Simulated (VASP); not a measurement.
AlCu: single point with PBEsol

The system is AlCu.

```
Al Cu
1.0
     3.03695    0.00000    0.00000
     0.00000    3.03695    0.00000
     0.00000    0.00000    3.03695
Al Cu
1 1
Direct
  0.00000 0.00000 0.00000
  0.50000 0.50000 0.50000
```

* Program: VASP 6.6.1
* Task: single point
* Functional: PBEsol
* Potentials or basis: VASP PAW PBE potentials, release 64 (Al, Cu)
* Cutoff: 600 eV
* k mesh: 8 × 8 × 8
* Occupations: gaussian, width 0.1 eV
* Spin: no spin polarisation

```
Pressure               : -7.9 GPa
Band gap on the k mesh : zero (band 7 reaches 12.22 eV, above the bottom of band 8 at 7.64 eV)
```

Levels at points of the mesh, in eV from the Fermi level:
```
           k point  band 5  band 6  band 7  band 8  band 9  band 10
(0.00, 0.00, 0.00)   -3.55   -3.55    3.94    3.94    3.94     6.46
(0.50, 0.00, 0.00)   -3.96   -3.50   -2.86    7.40    8.12     8.12
(0.50, 0.50, 0.00)   -3.35   -3.35   -3.19   -0.64   -0.04     9.97
(0.50, 0.50, 0.50)   -3.17    1.03    1.03    1.03    1.77     2.31
```

Run time: 8.9 s on 1 thread of Intel(R) Xeon(R) Platinum 8259CL CPU @ 2.50GHz (Skylake/Cascade Lake), on a shared host, peak memory 0.14 GiB.

Caveat: the PAW data sets were made with another functional, which shifts forces and pressure a little.
